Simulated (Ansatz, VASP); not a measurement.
Ca2Se in VASP and in Ansatz

```
Ca Se
1.0
     4.08297    0.00000    0.00000
    -2.04148    3.53596    0.00000
     0.00000    0.00000    6.83039
Ca Se
2 1
Direct
  0.66667 0.33333 0.74075
  0.33333 0.66667 0.25925
  0.00000 0.00000 0.00000
```

Change from the starting cell: species swapped into the VSe2 type (P-3m1, No. 164).

Alike in both runs: functional PBE; k mesh 6 × 6 × 4; occupations gaussian, width 0.1 eV; no spin polarisation.

Ansatz relaxed the structure, and its values are those at the end. VASP's run is a single point on that final structure, the one shown.

|  | VASP | Ansatz |
| --- | --- | --- |
| version | VASP 6.6.1 | Ansatz 0.2.0 |
| potentials or method | VASP PAW PBE potentials, release 64 (Ca_sv, Se), cutoff 520 eV | scalar-relativistic, plane waves, PAW |
| valence electrons in the cell | 26 | 36 |

Ansatz gave:

* gap on the k mesh at the Fermi level (eV): none
* pressure (GPa): 0.2
* rms of the force components (eV/Å): 0.012

Q: Which values does VASP return?

A: gap on the k mesh at the Fermi level (eV): none; pressure (GPa): 0.3; rms of the force components (eV/Å): 0.020.

A gap of «none» marks a metal or a gap that the smearing closes. VASP's potentials hold 26 valence electrons a cell and Ansatz's 36, so a difference there can come from the potentials and not from the codes.
